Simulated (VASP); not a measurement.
Input of a VASP 6.6.1 run:

INCAR

```
SYSTEM = Fe
PREC = Accurate
ENCUT = 600
EDIFF = 1E-7
ISMEAR = 1
SIGMA = 0.02
LREAL = .FALSE.
LASPH = .TRUE.
NELM = 200
ALGO = Normal
ISIF = 8
LWAVE = .FALSE.
LCHARG = .FALSE.
ISPIN = 2
MAGMOM = 3.5
LORBIT = 11
LMAXMIX = 4
GGA = PS
IBRION = 2
NSW = 80
EDIFFG = -0.02
GGA_COMPAT = .FALSE.
NELMIN = 4
```

KPOINTS

```
Automatic mesh
0
G
  12 12 12
  0 0 0
```

POSCAR

```
Fe
1.0
   -1.4430000000      1.4430000000      1.4430000000
    1.4430000000     -1.4430000000      1.4430000000
    1.4430000000      1.4430000000     -1.4430000000
Fe
1
Direct
    0.0000000000      0.0000000000      0.0000000000
```

Potentials or basis: VASP PAW PBE potentials, release 64 (Fe).

The run is started by

```console
$ cat potpaw_PBE.64/Fe/POTCAR > POTCAR
$ mpirun -np 1 vasp_std > vasp.out
```

**Question.** What does it give for the relaxed volume?

**Answer.** 10.79 Å³/atom.

**Question.** Estimate the net moment.

**Answer.** 2.08 μB per cell.

**Question.** What does it give for the site moments?

**Answer.** Fe +2.06 μB.

**Question.** Predict the space group after relaxing (to 0.1 Å).

**Answer.** Im-3m (No. 229).

Final structure:
```
CELL_PARAMETERS angstrom
-1.39217 1.39217 1.39217
1.39217 -1.39217 1.39217
1.39217 1.39217 -1.39217
ATOMIC_POSITIONS crystal
Fe 0.00000 0.00000 0.00000
```

Caveat: the PAW data sets were made with another functional, which shifts forces and pressure a little.
